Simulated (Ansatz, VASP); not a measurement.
# SnO: VASP beside Ansatz

```
Sn O
1.0
     3.34750    0.00000    0.00000
     0.00000    5.72206    0.00000
     0.00000    0.00000    3.91249
Sn O
2 2
Cartesian
  0.0000 1.3419 2.0619
  1.6738 4.3802 0.1056
  0.0000 5.0560 2.8288
  1.6738 0.6660 0.8725
```

Alike in both runs: functional PBE; dispersion D3(BJ); k mesh 8 × 6 × 6; occupations gaussian, width 0.02 eV; no spin polarisation.

Ansatz relaxed the structure, and its values are those at the end. VASP's run is a single point on that final structure, the one shown.

|  | VASP | Ansatz |
| --- | --- | --- |
| version | VASP 6.6.1 | Ansatz 0.2.0 |
| potentials or method | VASP PAW PBE potentials, release 64 (Sn_d, O), cutoff 520 eV | scalar-relativistic, plane waves, PAW |
| valence electrons in the cell | 40 | 40 |

VASP gave:

- gap on the k mesh at the Fermi level (eV): 1.31
- least direct gap on the mesh (eV): 1.91
- pressure (GPa): 0.2
- rms of the force components (eV/Å): 0.038

Problem. Estimate Ansatz's values.

Solution. gap on the k mesh at the Fermi level (eV): 1.32; least direct gap on the mesh (eV): 1.93; pressure (GPa): 0.0; rms of the force components (eV/Å): 0.003.
